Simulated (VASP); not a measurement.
A run of VASP 6.6.1:

Contents of INCAR:

```
SYSTEM = TaN
PREC = Accurate ; ENCUT = 520
EDIFF = 1E-8 ; ISMEAR = -1
SIGMA = 0.02 ; LREAL = .False.
LASPH = .True. ; NELM = 80
ALGO = Normal ; ISIF = 2
LWAVE = .False. ; LCHARG = .False.
GGA = PS ; LEFG = .True.
NBANDS = 15
```

Contents of KPOINTS:

```
regular mesh
0
Gamma
  12 12 10
  0 0 0
```

File POSCAR:

```
TaN
1.0
    2.9182801511      0.0000000000      0.0000000000
   -1.4591400756      2.5273047463      0.0000000000
    0.0000000000      0.0000000000      2.8636504237
Ta N
1 1
Direct
    0.3333333333      0.6666666667      0.5000000000
    0.0000000000      0.0000000000      0.0000000000
```

Potentials or basis: VASP PAW PBE potentials, release 64 (Ta_pv, N).

The run is started by

```console
$ cat potpaw_PBE.64/Ta_pv/POTCAR potpaw_PBE.64/N/POTCAR > POTCAR
$ mpirun -np 1 vasp_std > vasp.out
```

Hardware: 1 thread of AMD EPYC 7R13, with other jobs on the host.

How long does it take, and how much memory?

It took 69 s on 1 thread of AMD EPYC 7R13 (shared host), peak memory 0.14 GiB. Counts: scf iterations 16, k points 114.
